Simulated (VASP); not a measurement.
A run of VASP 6.6.1:

Contents of POSCAR:

```
C
1.0
    0.0000000000     -1.7801161419     -1.7801161419
   -1.7801161419      0.0000000000     -1.7801161419
    1.7801161419      1.7801161419     -3.5602322838
C
4
Direct
    0.7265331361      0.7839642089      0.7451349960
    0.2734668639      0.2160357911      0.2548650040
    0.3482896497      0.4057207225      0.8798649836
    0.9017103503      0.8442792775      0.3701350164
```

The input INCAR.step1:

```
ALGO = Normal
EDIFF = 1E-4
ENCUT = 520
GGA = PE
ISMEAR = 0
LASPH = True
LCHARG = False
LREAL = False
LWAVE = True
NBANDS = 16
NELM = 80
PREC = Accurate
SIGMA = 0.05
```

INCAR.step2

```
ALGO = Normal
EDIFF = 1E-6
ENCUT = 520
ISIF = 2
ISMEAR = 0
ISTART = 1
LASPH = True
LCHARG = False
LMIXTAU = True
LREAL = False
LWAVE = False
METAGGA = R2SCAN
NBANDS = 16
NELM = 80
PREC = Accurate
SIGMA = 0.05
```

File KPOINTS:

```
k-points
0
Gamma
  12 12 10
```

Potentials or basis: VASP PAW PBE potentials, release 64 (C).

Run with:

```console
$ cat potpaw_PBE.64/C/POTCAR > POTCAR
$ cp INCAR.step1 INCAR
$ mpirun -np 1 vasp_std > vasp.out
$ cp INCAR.step2 INCAR
$ mpirun -np 1 vasp_std > vasp.out
```

Hardware: 1 thread of Oxide Virtual Turin-like Processor, with other jobs on the host.

Problem. Estimate the wall time of this run.

Solution. Wall time 15 min on 1 thread of Oxide Virtual Turin-like Processor, on a shared host, peak memory 0.25 GiB. Counts: k points 724.
